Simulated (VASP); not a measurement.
# SiC in VASP: notebook

Runs on SiC. Level: PBE. Tasks: G0W0 quasiparticle levels.

Program: VASP 6.6.1. These are calculated values, not measurements. Logs are shortened: lines on timing, memory, paths and dates and some standing lists are left out, and cuts for length are marked.

## (1) The cell of the first run

It takes space group F-43m (No. 216, cubic). The conventional cell has a = 4.134 Å, b = 4.134 Å, c = 4.134 Å, α = 90.00°, β = 90.00°, γ = 90.00°. Si (site symmetry -43m) has 4 C at 1.79 Å within 2.4 Å. C (site symmetry -43m) has 4 Si at 1.79 Å within 2.4 Å.

## (2) G0W0 quasiparticle levels, PBE

POSCAR reads:

```
SiC
1.0
    0.0000000000      2.0667514139      2.0667514139
    2.0667514139      0.0000000000      2.0667514139
    2.0667514139      2.0667514139      0.0000000000
Si C
1 1
Direct
    0.2500000000      0.2500000000      0.2500000000
    0.0000000000      0.0000000000      0.0000000000
```

INCAR.step1 reads:

```
PREC     = Accurate       # precision mode
ENCUT    = 500            # plane-wave cutoff, eV
EDIFF    = 1E-8           # SCF threshold, eV
ISMEAR   = 0              # smearing method
SIGMA    = 0.01           # smearing width, eV
LREAL    = F              # projectors in reciprocal space
LASPH    = T              # aspherical terms in the spheres
NELM     = 60             # most SCF steps
ALGO     = Normal         # electronic algorithm
LWAVE    = T              # write WAVECAR
LCHARG   = F              # write CHGCAR
GGA      = PE             # functional
```

INCAR.step2 reads:

```
PREC     = Accurate       # precision mode
ENCUT    = 500            # plane-wave cutoff, eV
EDIFF    = 1E-8           # SCF threshold, eV
ISMEAR   = 0              # smearing method
SIGMA    = 0.01           # smearing width, eV
LREAL    = F              # projectors in reciprocal space
LASPH    = T              # aspherical terms in the spheres
NELM     = 1              # most SCF steps
ALGO     = Exact          # electronic algorithm
LWAVE    = T              # write WAVECAR
LCHARG   = F              # write CHGCAR
GGA      = PE             # functional
NBANDS   = 77             # bands
LOPTICS  = T              # frequency-dependent dielectric function
ISTART   = 1
```

INCAR.step3 reads:

```
PREC     = Accurate       # precision mode
ENCUT    = 500            # plane-wave cutoff, eV
EDIFF    = 1E-8           # SCF threshold, eV
ISMEAR   = 0              # smearing method
SIGMA    = 0.01           # smearing width, eV
LREAL    = F              # projectors in reciprocal space
LASPH    = T              # aspherical terms in the spheres
ALGO     = EVGW0          # electronic algorithm
LWAVE    = F              # write WAVECAR
LCHARG   = F              # write CHGCAR
GGA      = PE             # functional
NELMGW   = 1            
NBANDS   = 77             # bands
ENCUTGW  = 150.0          # cutoff of the response function
NOMEGA   = 96             # frequency points
PRECFOCK = Fast         
ISTART   = 1            
NBANDSGW = 12           
OMEGAMAX = 30
```

KPOINTS reads:

```
regular mesh
0
Gamma
  6 6 6
```

Potentials or basis: VASP PAW PBE potentials, release 64 (Si_GW, C_GW).

Run with:

```
cat potpaw_PBE.64/Si_GW/POTCAR potpaw_PBE.64/C_GW/POTCAR > POTCAR
cp INCAR.step1 INCAR
mpirun -np 1 vasp_std > vasp.out
cp INCAR.step2 INCAR
mpirun -np 1 vasp_std > vasp.out
cp INCAR.step3 INCAR
mpirun -np 1 vasp_std > vasp.out
```

OUTCAR:

```text
PREC = Accurate
   ENCUT = 500
   EDIFF = 1E-8
   ISMEAR = 0
   LREAL = F
   LASPH = T
   GGA = PE
   NELMGW = 1
   ENCUTGW = 150.0
   PRECFOCK = Fast
   ISTART = 1

 ion  position               nearest neighbor table
   1  0.250  0.250  0.250-   2 1.79   2 1.79   2 1.79   2 1.79
   2  0.000  0.000  0.000-   1 1.79   1 1.79   1 1.79   1 1.79

  LATTYP: Found a face centered cubic cell.
 ALAT       =     4.1335028278

  Lattice vectors:

 A1 = (   0.0000000000,   2.0667514139,   2.0667514139)
 A2 = (   2.0667514139,   0.0000000000,   2.0667514139)
 A3 = (   2.0667514139,   2.0667514139,   0.0000000000)

Analysis of symmetry for initial positions (statically):
=====================================================================
 Subroutine PRICEL returns:
 Original cell was already a primitive cell.

 Routine SETGRP: Setting up the symmetry group for a
 face centered cubic supercell.

 Subroutine GETGRP returns: Found 24 space group operations
 (whereof 24 operations were pure point group operations)
 out of a pool of 48 trial point group operations.

The static configuration has the point symmetry T_d .

Analysis of symmetry for dynamics (positions and initial velocities):
=====================================================================
 Subroutine PRICEL returns:
 Original cell was already a primitive cell.

 Routine SETGRP: Setting up the symmetry group for a
 face centered cubic supercell.

 Subroutine GETGRP returns: Found 24 space group operations
 (whereof 24 operations were pure point group operations)
 out of a pool of 48 trial point group operations.

The dynamic configuration has the point symmetry T_d .

 Subroutine INISYM returns: Found 24 space group operations
 (whereof 24 operations are pure point group operations),
 and found     1 'primitive' translations

----------------------------------------------------------------------------------------

                                     Primitive cell

  volume of cell :      17.6561

  direct lattice vectors                    reciprocal lattice vectors
     0.000000000  2.066751414  2.066751414    -0.241925563  0.241925563  0.241925563
     2.066751414  0.000000000  2.066751414     0.241925563 -0.241925563  0.241925563
     2.066751414  2.066751414  0.000000000     0.241925563  0.241925563 -0.241925563

  length of vectors
     2.922827880  2.922827880  2.922827880     0.419027367  0.419027367  0.419027367

  position of ions in fractional coordinates (direct lattice)
     0.250000000  0.250000000  0.250000000
     0.000000000  0.000000000  0.000000000

  ion indices of the primitive-cell ions
   primitive index   ion index
                 1           1
                 2           2

----------------------------------------------------------------------------------------

 KPOINTS: regular mesh

Automatic generation of k-mesh.
 Grid dimensions read from file:
 generate k-points for:    6    6    6

 Generating k-lattice:

  Cartesian coordinates                     Fractional coordinates (reciprocal lattice)
    -0.040320927  0.040320927  0.040320927     0.166666667  0.000000000  0.000000000
     0.040320927 -0.040320927  0.040320927     0.000000000  0.166666667  0.000000000
     0.040320927  0.040320927 -0.040320927     0.000000000  0.000000000  0.166666667

  Length of vectors
     0.069837895  0.069837895  0.069837895

  Shift w.r.t. Gamma in fractional coordinates (k-lattice)
     0.000000000  0.000000000  0.000000000

 Subroutine IBZKPT returns following result:
 ===========================================

 Found     16 irreducible k-points:

 Following reciprocal coordinates:
            Coordinates               Weight
  0.000000  0.000000  0.000000      1.000000
  0.166667  0.000000  0.000000      8.000000
  0.333333  0.000000  0.000000      8.000000
  0.500000  0.000000  0.000000      4.000000
  0.166667  0.166667  0.000000      6.000000
  0.333333  0.166667  0.000000     24.000000
[... 8 lines left out ...]
 -0.333333  0.333333  0.166667     24.000000
 -0.333333  0.500000  0.166667     12.000000
   k-points           NKPTS =     16   k-points in BZ     NKDIM =    216   number of bands    NBANDS=     77
   number of dos      NEDOS =    301   number of ions     NIONS =      2
   total plane-waves  NPLWV =  13824
   dimension x,y,z NGX =    24 NGY =   24 NGZ =   24
   dimension x,y,z NGXF=    48 NGYF=   48 NGZF=   48
   ions per type =               1   1
   NGX,Y,Z   is equivalent  to a cutoff of  13.65, 13.65, 13.65 a.u.
   NGXF,Y,Z  is equivalent  to a cutoff of  27.30, 27.30, 27.30 a.u.
 SYSTEM =  unknown system
   PREC   = accura    normal or accurate (medium, high low for compatibility)
   ISTART =      1    job   : 0-new  1-cont  2-samecut
   ICHARG =      0    charge: 1-file 2-atom 10-const
   ISPIN  =      1    spin polarized calculation?
   LNONCOLLINEAR =      F non collinear calculations
   LSORBIT =      F    spin-orbit coupling
   LASPH  =      T    aspherical Exc in radial PAW
   ENCUT  =  500.0 eV  36.75 Ry    6.06 a.u.   5.33  5.33  5.33*2*pi/ulx,y,z
   NELM   =     60;   NELMIN=  2; NELMDL=  0     # of ELM steps
   EDIFF  = 0.1E-07   stopping-criterion for ELM
   LREAL  =      F    real-space projection
   EDIFFG = 0.1E-06   stopping-criterion for IOM
   NSW    =      0    number of steps for IOM
   IBRION =     -1    ionic relax: 0-MD 1-quasi-New 2-CG
   NFREE  =      0    steps in history (QN), initial steepest desc. (CG)
   ISIF   =      0    stress and relaxation
   ISYM   =      3    0-nonsym 1-usesym 2-fastsym
   POTIM  = 0.5000    time-step for ionic-motion
   TEBEG  =    0.0;   TEEND  =   0.0 temperature during run
   PSTRESS=    0.0 pullay stress
   NELECT =       8.0000    total number of electrons
   NUPDOWN=      -1.0000    fix difference up-down
   EMIN   =  10.00;   EMAX   =-10.00  energy-range for DOS
   EFERMI =   0.00;   METHOD = LEGACY
   ISMEAR =     0;   SIGMA  =   0.01  broadening in eV -4-tet -1-fermi 0-gaus
   EFERMI_NEDOS =   21; number of points for ismear=-14 and -15
   IALGO  =     38    algorithm
   IMIX   =      4    mixing-type and parameters
     AMIX     =   0.40;   BMIX     =  1.00
     AMIX_MAG =   1.60;   BMIX_MAG =  1.00
  volume/ion in A,a.u.               =       8.83        59.57
  Fermi-wavevector in a.u.,A,eV,Ry     =   1.257399  2.376140 21.511536  1.581053
  Thomas-Fermi vector in A             =   2.391060
   LORBIT       =      0    0 simple, 1 ext, 2 COOP (PROOUT), +10 PAW based schemes
   GGA     = PE    functional components
   LHFCALC =     T    Hartree Fock is set to
   PRECFOCK=fast      Normal, Fast or Accurate (Low or Medium for compatibility)
   ENCUT4O =  -1.0   cutoff for four orbital integrals eV
   NKREDX  =     1    reduce k-point grid by
   NKREDY  =     1    reduce k-point grid by
   NKREDZ  =     1    reduce k-point grid by
   AEXX    =    1.0000 exact exchange contribution
   HFSCREEN=    0.0000 screening length (either q_TF or 0.3 A-1)
   HFSCREENC=   0.0000 screening length for correlation (either q_TF or 0.3 A-1)
   ENCUTFOCK=  -1.0 apply spherical cutoff to Coloumb kernel
   IVDW    =     0    specifies the selected vdW correction
   LEPSILON=     F    determine dielectric tensor
   LRPA    =     F    only Hartree local field effects (RPA)
   LRPAFORCE           =     F    calculate RPA forces
   ENCUTGW             = 150.0    cutoff for response function in eV
   ENCUTGWSOFT         = 120.0    soft cutoff for Coulomb kernel in GW response function in eV
   ENCUTLF             =  -1.0    cutoff for local field effects
   NELMGW              =     1    number of iterations in solving QP/BSE equation
   NELMHF              =     1    number of iterations in the inner HF iteration
   NKREDLFX            =     1    NKREDLFY  =   1   NKREDLFZ  =   1
 non-spin polarized calculation
 Gauss-broadening in eV      SIGMA  =   0.01
  energy-cutoff  :      500.00
  volume of cell :       17.66
 maximum number of plane-waves:       464
 NGX is ok and might be reduce to    24
  NGX = 14; NGY = 14; NGZ = 14
   NGX = 11   NGY = 11   NGZ = 11
 maximum number of plane-waves:        80
 NGX is ok and might be reduce to    14

 QP shifts <psi_nk| G(iteration)W_0 |psi_nk>: iteration 1
 for sc-GW calculations column KS-energies equals QP-energies in previous step
 and V_xc(KS)=  KS-energies - (<T + V_ion + V_H > + <T+V_H+V_ion>^1  + <V_x>^1)

 k-point   1 :       0.0000    0.0000    0.0000
  band No.  KS-energies  QP-energies   sigma(KS)   V_xc(KS)     V^pw_x(r,r')   Z            occupation Imag(sigma)

      1      -7.1127      -8.2364     -14.6802     -13.1534     -22.5339       0.7360       2.0000       1.5122
      2       9.6014       8.9908     -16.0716     -15.3043     -18.1880       0.7958       2.0000       0.0490
      3       9.6014       8.9908     -16.0716     -15.3043     -18.1880       0.7958       2.0000       0.0490
      4       9.6014       8.9908     -16.0716     -15.3043     -18.1880       0.7958       2.0000       0.0490
      5      17.7190      18.2836     -12.7093     -13.4283      -7.2122       0.7853       0.0000      -0.1275
      6      18.0942      18.7685     -11.2039     -12.0441      -5.9964       0.8026       0.0000      -0.0992
      7      18.0942      18.7685     -11.2039     -12.0441      -5.9964       0.8026       0.0000      -0.0992
      8      18.0942      18.7685     -11.2039     -12.0441      -5.9964       0.8026       0.0000      -0.0992
      9      25.0739      25.8495     -11.0339     -12.0115      -4.8487       0.7934       0.0000      -0.2689
     10      25.0739      25.8495     -11.0339     -12.0115      -4.8487       0.7934       0.0000      -0.2689
     11      28.1996      28.5728     -10.3993     -10.8759      -3.2296       0.7830       0.0000      -0.7075
     12      28.1996      28.5728     -10.3993     -10.8759      -3.2296       0.7830       0.0000      -0.7075

 k-point   2 :       0.1667    0.0000    0.0000
  band No.  KS-energies  QP-energies   sigma(KS)   V_xc(KS)     V^pw_x(r,r')   Z            occupation Imag(sigma)

      1      -6.5022      -7.6140     -14.7340     -13.2242     -22.4076       0.7364       2.0000       1.3911
      2       7.1079       6.3128     -15.4248     -14.4067     -18.1366       0.7810       2.0000       0.0713
      3       9.2643       8.6258     -15.9627     -15.1600     -18.1409       0.7954       2.0000       0.0507
      4       9.2643       8.6258     -15.9627     -15.1600     -18.1409       0.7954       2.0000       0.0507
      5      17.3796      17.9725     -11.7502     -12.4925      -6.5552       0.7987       0.0000      -0.1021
      6      18.6259      19.3209     -11.2779     -12.1496      -5.8993       0.7973       0.0000      -0.1119
      7      18.6259      19.3209     -11.2779     -12.1496      -5.8993       0.7973       0.0000      -0.1119
      8      19.5497      20.2990     -12.5948     -13.5513      -6.8381       0.7833       0.0000      -0.1617
      9      23.3501      23.9951     -10.6899     -11.4991      -4.6935       0.7971       0.0000      -0.2416
     10      23.3501      23.9951     -10.6899     -11.4991      -4.6935       0.7971       0.0000      -0.2416
     11      26.6007      26.9011      -9.9828     -10.3613      -3.1661       0.7934       0.0000      -0.5058
     12      31.5552      32.0688     -10.5234     -11.1809      -3.2050       0.7810       0.0000      -0.7221
[... 196 lines left out ...]
      1      -1.6851      -2.6616     -15.9350     -14.5956     -22.4509       0.7290       2.0000       0.6767
      2       1.6055       0.6106     -14.1625     -12.8444     -18.4846       0.7549       2.0000       0.2922
      3       4.4624       3.5487     -14.8071     -13.6091     -18.2563       0.7627       2.0000       0.1316
      4       6.1071       5.2677     -14.6929     -13.6155     -17.4305       0.7791       2.0000       0.0795
      5      14.9812      15.5045     -11.7260     -12.3764      -7.1163       0.8046       0.0000      -0.0814
      6      18.6426      19.2595     -11.3087     -12.0818      -5.8744       0.7980       0.0000      -0.1200
      7      21.4328      22.2124     -11.9076     -12.8995      -5.9844       0.7859       0.0000      -0.1834
      8      22.0969      22.9285     -12.1342     -13.2051      -5.8452       0.7766       0.0000      -0.2273
      9      24.4420      25.1621     -11.5039     -12.4459      -4.4206       0.7644       0.0000      -0.3650
     10      27.6802      28.3826     -11.5306     -12.4449      -4.2259       0.7684       0.0000      -0.5442
     11      33.0801      33.5805     -10.6079     -11.2501      -3.0647       0.7792       0.0000      -0.9126
     12      34.0357      34.9759     -12.2276     -13.4561      -4.4276       0.7653       0.0000      -0.9563

 k-point  16 :      -0.3333    0.5000    0.1667
  band No.  KS-energies  QP-energies   sigma(KS)   V_xc(KS)     V^pw_x(r,r')   Z            occupation Imag(sigma)

      1      -1.0670      -2.0354     -16.2140     -14.8826     -22.6136       0.7273       2.0000       0.6013
      2       1.9225       0.9540     -14.4880     -13.1963     -18.8094       0.7498       2.0000       0.2793
      3       4.5164       3.5940     -14.6054     -13.3990     -17.9352       0.7646       2.0000       0.1237
      4       4.6453       3.7524     -14.1190     -12.9610     -17.1465       0.7710       2.0000       0.1103
      5      13.7538      14.2053     -11.7962     -12.3542      -7.4726       0.8092       0.0000      -0.0717
      6      17.6242      18.2421     -11.2594     -12.0238      -6.2266       0.8084       0.0000      -0.0913
      7      21.8577      22.5376     -11.4969     -12.3734      -5.0453       0.7757       0.0000      -0.2507
      8      23.5392      24.4301     -12.3884     -13.5387      -5.9425       0.7746       0.0000      -0.2582
      9      25.7678      26.5801     -12.0803     -13.1576      -4.5190       0.7541       0.0000      -0.4680
     10      29.0382      29.7623     -11.6346     -12.5782      -4.0681       0.7673       0.0000      -0.6392
     11      33.6904      34.7672     -12.4427     -13.8444      -4.7655       0.7682       0.0000      -0.8728
     12      36.8831      37.5953     -12.1793     -13.0870      -4.1991       0.7846       0.0000      -1.3658
```

Run time: 4.6 min. Hardware: 1 thread of Intel Xeon 8259CL, shared host; peak memory 0.33 GiB.

Results:

```yaml
Quasiparticle_gap: 2.06 eV
Least_direct_quasiparticle_gap: 5.82 eV
Band_gap_of_the_starting_levels_on_the_mesh: 1.19 eV
Least_direct_gap_of_the_starting_levels_on_the_mesh: 4.68 eV
```

Caveat: the k points lie up to 0.44 Å⁻¹ apart; bands, screening cutoff and mesh are small and nothing is extrapolated, so the quasiparticle values aren't converged.

(Part 1 of 2 ends here.)
